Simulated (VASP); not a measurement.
# InAs (zincblende type) (F-43m) in VASP: single point with PBE

Aim: the single point of InAs (zincblende type) with PBE.

Program: VASP 6.6.1. These are calculated values, not measurements. Logs are shortened: lines on timing, memory, paths and dates and some standing lists are left out, and cuts for length are marked.

## (1) The cell of the first run

It takes space group F-43m (No. 216, cubic). The conventional cell has a = 6.187 Å, b = 6.187 Å, c = 6.187 Å, α = 90.00°, β = 90.00°, γ = 90.00°. In (site symmetry -43m) has 4 As at 2.68 Å within 3.5 Å. As (site symmetry -43m) has 4 In at 2.68 Å within 3.5 Å.

## (2) Single point, PBE

Contents of INCAR:

```
SYSTEM = InAs
PREC = Accurate
ENCUT = 520
EDIFF = 1E-6
ISMEAR = -1
SIGMA = 0.02
LREAL = .False.
LASPH = .True.
NELM = 60
ALGO = Normal
ISIF = 2
LWAVE = .False.
LCHARG = .False.
GGA = PE
NBANDS = 26
```

Contents of KPOINTS:

```
regular mesh
0
Gamma
  6 4 6
  0 0 0
```

Contents of POSCAR:

```
InAs
1.0
   -3.0934757628      3.0934757628      0.0000000000
    0.0000000000      0.0000000000      6.1869515255
    3.0934757628      3.0934757628      0.0000000000
In As
2 2
Direct
    0.0000000000      0.0000000000      0.0000000000
    0.5000000000      0.5000000000      0.5000000000
    0.0000000000      0.2500000000      0.5000000000
    0.5000000000      0.7500000000      0.0000000000
```

Potentials or basis: VASP PAW PBE potentials, release 64 (In_d, As).

Started as:

```
> cat potpaw_PBE.64/In_d/POTCAR potpaw_PBE.64/As/POTCAR > POTCAR
> mpirun -np 1 vasp_std > vasp.out
```

OUTCAR:

```text
SYSTEM = InAs
   PREC = Accurate
   ENCUT = 520
   EDIFF = 1E-6
   ISMEAR = -1
   LREAL = .False.
   LASPH = .True.
   NELM = 60
   ISIF = 2
   GGA = PE

 ion  position               nearest neighbor table
   1  0.000  0.000  0.000-   3 2.68   4 2.68   3 2.68   4 2.68
   2  0.500  0.500  0.500-   3 2.68   4 2.68   4 2.68   3 2.68
   3  0.000  0.250  0.500-   1 2.68   2 2.68   1 2.68   2 2.68
   4  0.500  0.750  0.000-   1 2.68   2 2.68   2 2.68   1 2.68

  LATTYP: Found a simple tetragonal cell.
 ALAT       =     4.3748353786
 C/A-ratio  =     1.4142135624

  Lattice vectors:

 A1 = (   3.0934757628,  -3.0934757628,   0.0000000000)
 A2 = (   3.0934757628,   3.0934757628,   0.0000000000)
 A3 = (   0.0000000000,   0.0000000000,   6.1869515255)

Analysis of symmetry for initial positions (statically):
=====================================================================
 Subroutine PRICEL returns following result:

  LATTYP: Found a face centered cubic cell.
 ALAT       =     6.1869515255

  Lattice vectors:

 A1 = (   3.0934757628,   0.0000000000,   3.0934757627)
 A2 = (   3.0934757628,   3.0934757628,   0.0000000000)
 A3 = (   0.0000000000,   3.0934757628,   3.0934757628)

   2 primitive cells build up your supercell.

 Routine SETGRP: Setting up the symmetry group for a
 simple tetragonal supercell.

 Subroutine GETGRP returns: Found  8 space group operations
 (whereof  8 operations were pure point group operations)
 out of a pool of 16 trial point group operations.

The static configuration has the point symmetry D_2d.

Analysis of symmetry for dynamics (positions and initial velocities):
=====================================================================
 Subroutine PRICEL returns following result:

  LATTYP: Found a face centered cubic cell.
 ALAT       =     6.1869515255

  Lattice vectors:

 A1 = (   3.0934757628,   0.0000000000,   3.0934757627)
 A2 = (   3.0934757628,   3.0934757628,   0.0000000000)
 A3 = (   0.0000000000,   3.0934757628,   3.0934757628)

   2 primitive cells build up your supercell.

 Routine SETGRP: Setting up the symmetry group for a
 simple tetragonal supercell.

 Subroutine GETGRP returns: Found  8 space group operations
 (whereof  8 operations were pure point group operations)
 out of a pool of 16 trial point group operations.

The dynamic configuration has the point symmetry D_2d.

 Subroutine INISYM returns: Found  8 space group operations
 (whereof  8 operations are pure point group operations),
 and found     2 'primitive' translations

----------------------------------------------------------------------------------------

                                     Primitive cell

  volume of cell :      59.2066

  direct lattice vectors                    reciprocal lattice vectors
     3.093475763  0.000000000  3.093475763     0.161630489 -0.161630489  0.161630489
     3.093475763  3.093475763  0.000000000     0.161630489  0.161630489 -0.161630489
     0.000000000  3.093475763  3.093475763    -0.161630489  0.161630489  0.161630489

  length of vectors
     4.374835379  4.374835379  4.374835379     0.279952219  0.279952219  0.279952219

  position of ions in fractional coordinates (direct lattice)
     0.000000000  0.000000000  0.000000000
     0.250000000  0.250000000  0.250000000

  ion indices of the primitive-cell ions
   primitive index   ion index
                 1           1
                 2           3

----------------------------------------------------------------------------------------

 KPOINTS: regular mesh

Automatic generation of k-mesh.
 Grid dimensions read from file:
 generate k-points for:    6    4    6

 Generating k-lattice:

  Cartesian coordinates                     Fractional coordinates (reciprocal lattice)
    -0.026938415  0.026938415  0.000000000     0.166666667  0.000000000  0.000000000
     0.000000000  0.000000000  0.040407622     0.000000000  0.250000000  0.000000000
     0.026938415  0.026938415  0.000000000     0.000000000  0.000000000  0.166666667

  Length of vectors
     0.038096672  0.040407622  0.038096672

  Shift w.r.t. Gamma in fractional coordinates (k-lattice)
     0.000000000  0.000000000  0.000000000

 Subroutine IBZKPT returns following result:
 ===========================================

 Found     30 irreducible k-points:

 Following reciprocal coordinates:
            Coordinates               Weight
  0.000000  0.000000  0.000000      1.000000
  0.166667  0.000000  0.000000      4.000000
  0.333333  0.000000  0.000000      4.000000
  0.500000  0.000000  0.000000      2.000000
  0.000000  0.250000  0.000000      2.000000
  0.166667  0.250000  0.000000      8.000000
[... 16 lines left out ...]
  0.500000  0.000000  0.333333      4.000000
  0.333333  0.250000  0.333333      8.000000
 [... further k-points ...]
   k-points           NKPTS =     30   k-points in BZ     NKDIM =     30   number of bands    NBANDS=     26
   number of dos      NEDOS =    301   number of ions     NIONS =      4
   total plane-waves  NPLWV =  62208
   dimension x,y,z NGX =    36 NGY =   48 NGZ =   36
   dimension x,y,z NGXF=    72 NGYF=   96 NGZF=   72
   ions per type =               2   2
   NGX,Y,Z   is equivalent  to a cutoff of  13.68, 12.90, 13.68 a.u.
   NGXF,Y,Z  is equivalent  to a cutoff of  27.36, 25.80, 27.36 a.u.
 SYSTEM =  InAs
   PREC   = accura    normal or accurate (medium, high low for compatibility)
   ISTART =      0    job   : 0-new  1-cont  2-samecut
   ICHARG =      2    charge: 1-file 2-atom 10-const
   ISPIN  =      1    spin polarized calculation?
   LNONCOLLINEAR =      F non collinear calculations
   LSORBIT =      F    spin-orbit coupling
   LASPH  =      T    aspherical Exc in radial PAW
   ENCUT  =  520.0 eV  38.22 Ry    6.18 a.u.   8.13 11.50  8.13*2*pi/ulx,y,z
   NELM   =     60;   NELMIN=  2; NELMDL= -5     # of ELM steps
   EDIFF  = 0.1E-05   stopping-criterion for ELM
   LREAL  =      F    real-space projection
   EDIFFG = 0.1E-04   stopping-criterion for IOM
   NSW    =      0    number of steps for IOM
   IBRION =     -1    ionic relax: 0-MD 1-quasi-New 2-CG
   NFREE  =      0    steps in history (QN), initial steepest desc. (CG)
   ISIF   =      2    stress and relaxation
   ISYM   =      2    0-nonsym 1-usesym 2-fastsym
   POTIM  = 0.5000    time-step for ionic-motion
   TEBEG  =    0.0;   TEEND  =   0.0 temperature during run
   PSTRESS=    0.0 pullay stress
   NELECT =      36.0000    total number of electrons
   NUPDOWN=      -1.0000    fix difference up-down
   EMIN   =  10.00;   EMAX   =-10.00  energy-range for DOS
   EFERMI =   0.00;   METHOD = LEGACY
   ISMEAR =    -1;   SIGMA  =   0.02  broadening in eV -4-tet -1-fermi 0-gaus
   EFERMI_NEDOS =   21; number of points for ismear=-14 and -15
   IALGO  =     38    algorithm
   IMIX   =      4    mixing-type and parameters
     AMIX     =   0.40;   BMIX     =  1.00
     AMIX_MAG =   1.60;   BMIX_MAG =  1.00
  volume/ion in A,a.u.               =      29.60       199.77
  Fermi-wavevector in a.u.,A,eV,Ry     =   1.100801  2.080213 16.487045  1.211764
  Thomas-Fermi vector in A             =   2.237218
   LORBIT       =      0    0 simple, 1 ext, 2 COOP (PROOUT), +10 PAW based schemes
   GGA     = PE    functional components
   LHFCALC =     F    Hartree Fock is set to
   AEXX    =    0.0000 exact exchange contribution
   IVDW    =     0    specifies the selected vdW correction
   LEPSILON=     F    determine dielectric tensor
   LRPA    =     F    only Hartree local field effects (RPA)
 non-spin polarized calculation
  energy-cutoff  :      520.00
  volume of cell :      118.41
 maximum number of plane-waves:      3227
 NGX is ok and might be reduce to    36
   NGX = 17   NGY = 23   NGZ = 17

 number of electron      35.9999985 magnetization

 Free energy of the ion-electron system (eV)
  ---------------------------------------------------
  ext. energy  EPLUGINS =         0.00000000
  ---------------------------------------------------
  free energy    TOTEN  =       -15.42770382 eV

  energy without entropy =      -15.42714321  energy(sigma->0) =      -15.42742351

 E-fermi :   3.8553     XC(G=0):  -8.7947

 val. band max:        3.8413373868   @ k =   0.0000   0.0000   0.0000
 cond. band min:       4.6514004426   @ k =   0.5000   0.5000   0.0000
 fundamental gap:      0.8100630558
 Fermi energy:         3.8552635311

 k-point     1 :       0.0000    0.0000    0.0000
  band No.  band energies     occupation
      1     -10.5689      2.00000
      2     -10.4279      2.00000
      3     -10.4279      2.00000
      4     -10.4273      2.00000
      5     -10.3645      2.00000
      6     -10.3645      2.00000
[... 18 lines left out ...]
     25      11.1157      0.00000
     26      12.6094      0.00000

 k-point     2 :       0.1667    0.0000    0.0000
  band No.  band energies     occupation
      1     -10.5604      2.00000
      2     -10.4458      2.00000
      3     -10.4234      2.00000
      4     -10.4199      2.00000
      5     -10.3742      2.00000
      6     -10.3685      2.00000
[... 18 lines left out ...]
     25      11.3945      0.00000
     26      11.7055      0.00000

 k-point     3 :       0.3333    0.0000    0.0000
  band No.  band energies     occupation
      1     -10.5419      2.00000
      2     -10.4844      2.00000
      3     -10.4114      2.00000
      4     -10.4066      2.00000
      5     -10.3889      2.00000
      6     -10.3798      2.00000
[... 18 lines left out ...]
     25      10.3198      0.00000
     26      10.3794      0.00000

 k-point     4 :       0.5000    0.0000    0.0000
  band No.  band energies     occupation
      1     -10.5186      2.00000
      2     -10.5186      2.00000
      3     -10.3978      2.00000
      4     -10.3978      2.00000
      5     -10.3954      2.00000
      6     -10.3954      2.00000
[... 18 lines left out ...]
     25       9.1809      0.00000
     26       9.1809      0.00000

 k-point     5 :       0.0000    0.2500    0.0000
  band No.  band energies     occupation
      1     -10.5508      2.00000
      2     -10.4515      2.00000
      3     -10.4188      2.00000
      4     -10.4188      2.00000
      5     -10.3741      2.00000
      6     -10.3741      2.00000
[... 18 lines left out ...]
     25      11.4400      0.00000
     26      11.4999      0.00000

 k-point     6 :       0.1667    0.2500    0.0000
  band No.  band energies     occupation
      1     -10.5448      2.00000
      2     -10.4616      2.00000
      3     -10.4176      2.00000
      4     -10.4163      2.00000
      5     -10.3823      2.00000
      6     -10.3779      2.00000
[... 427 lines left out ...]
 k-point    21 :       0.5000    0.5000    0.1667
  band No.  band energies     occupation
      1     -10.5267      2.00000
      2     -10.5267      2.00000
      3     -10.3996      2.00000
      4     -10.3996      2.00000
      5     -10.3944      2.00000
      6     -10.3944      2.00000
[... 18 lines left out ...]
     25      10.6365      0.00000
     26      10.6365      0.00000

 k-point    22 :       0.3333    0.0000    0.3333
  band No.  band energies     occupation
      1     -10.5552      2.00000
      2     -10.5381      2.00000
      3     -10.3822      2.00000
      4     -10.3808      2.00000
      5     -10.3802      2.00000
      6     -10.3685      2.00000
[... 18 lines left out ...]
     25      11.0001      0.00000
     26      11.0045      0.00000

 k-point    23 :       0.5000    0.0000    0.3333
  band No.  band energies     occupation
      1     -10.5573      2.00000
      2     -10.5573      2.00000
      3     -10.3739      2.00000
      4     -10.3739      2.00000
      5     -10.3704      2.00000
      6     -10.3704      2.00000
[... 18 lines left out ...]
     25      11.9926      0.00000
     26      11.9928      0.00000

 k-point    24 :       0.3333    0.2500    0.3333
  band No.  band energies     occupation
      1     -10.5472      2.00000
      2     -10.5337      2.00000
      3     -10.3895      2.00000
      4     -10.3861      2.00000
      5     -10.3822      2.00000
      6     -10.3756      2.00000
[... 18 lines left out ...]
     25      10.7999      0.00000
     26      10.9228      0.00000

 [... further k-points ...]
[... 5 lines left out ...]
  --------------------------------------------------------------------------------------
  -------------------------------------------------------------------------------------
  Total        0.0831833      0.0831833     -0.0065428      0.0000000      0.0000000      0.0000000
  in kB        1.1255025      1.1255025     -0.0885268      0.0000000      0.0000000      0.0000000
  external PRESSURE =       0.7208261 kB  Pullay stress =       0.0000000 kB

 VOLUME and BASIS-vectors are now :
 -----------------------------------------------------------------------------
  energy-cutoff  :      520.00
  volume of cell :      118.41
      direct lattice vectors                 reciprocal lattice vectors
    -3.093475763  3.093475763  0.000000000    -0.161630489  0.161630489  0.000000000
     0.000000000  0.000000000  6.186951525     0.000000000  0.000000000  0.161630489
     3.093475763  3.093475763  0.000000000     0.161630489  0.161630489  0.000000000

 POSITION                                       TOTAL-FORCE (eV/Angst)
 -----------------------------------------------------------------------------------
      0.00000      0.00000      0.00000        -0.000000      0.000000     -0.000000
      0.00000      3.09348      3.09348         0.000000     -0.000000     -0.000000
      1.54674      1.54674      1.54674         0.000000     -0.000000      0.000000
     -1.54674      1.54674      4.64021         0.000000     -0.000000      0.000000
 -----------------------------------------------------------------------------------
    total drift:                                0.000000      0.000000     -0.000000

  FREE ENERGIE OF THE ION-ELECTRON SYSTEM (eV)
  ---------------------------------------------------
  free  energy   TOTEN  =       -15.4277038189 eV

  energy  without entropy=      -15.4271432053  energy(sigma->0) =      -15.42742351
```

It took 2.1 min on 1 thread of AMD EPYC 7R43 (Zen 3), shared host; peak memory 0.25 GiB.

Results:

```yaml
Free_energy: -15.4277 eV
Pressure: 0.1 GPa
Band_gap_on_the_k_mesh: zero (filled and empty bands touch)
```

Caveat: spin-orbit coupling is left out, which moves the levels of the heavy elements.
